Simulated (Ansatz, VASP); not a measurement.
# CO2: VASP beside Ansatz

```
C O
1.0
     4.42669    0.00000    0.00000
     0.00000    4.42669    0.00000
     0.00000    0.00000    4.80898
C O
2 4
Direct
  0.50000 0.50000 0.50000
  0.00000 0.00000 0.00000
  0.31325 0.68675 0.50000
  0.68675 0.31325 0.50000
  0.18675 0.18675 0.00000
  0.81325 0.81325 0.00000
```

Alike in both runs: task relaxation of cell and atoms; functional PBE; dispersion D3(BJ); k mesh 6 × 6 × 6; occupations gaussian, width 0.02 eV; no spin polarisation.

|  | VASP | Ansatz |
| --- | --- | --- |
| version | VASP 6.6.1 | Ansatz 0.2.0 |
| potentials or method | VASP PAW PBE potentials, release 64 (C, O), cutoff 600 eV | scalar-relativistic, plane waves, PAW |
| valence electrons in the cell | 32 | 32 |

```tsv
	VASP	Ansatz	Ansatz less VASP
gap on the k mesh at the Fermi level, each at its own relaxed structure (eV)	6.51	6.55	+0.037
relaxed volume (Å³/atom)	14.85	15.71	+0.858
relaxed length of the cell vector where the two differ most in proportion (Å)	4.691	4.809	+0.1180
```

One of these differences is far larger than is usual between the two programs; its cause wasn't traced.

Noted on VASP's run: the standard files for N, O and F lose accuracy on very short bonds.
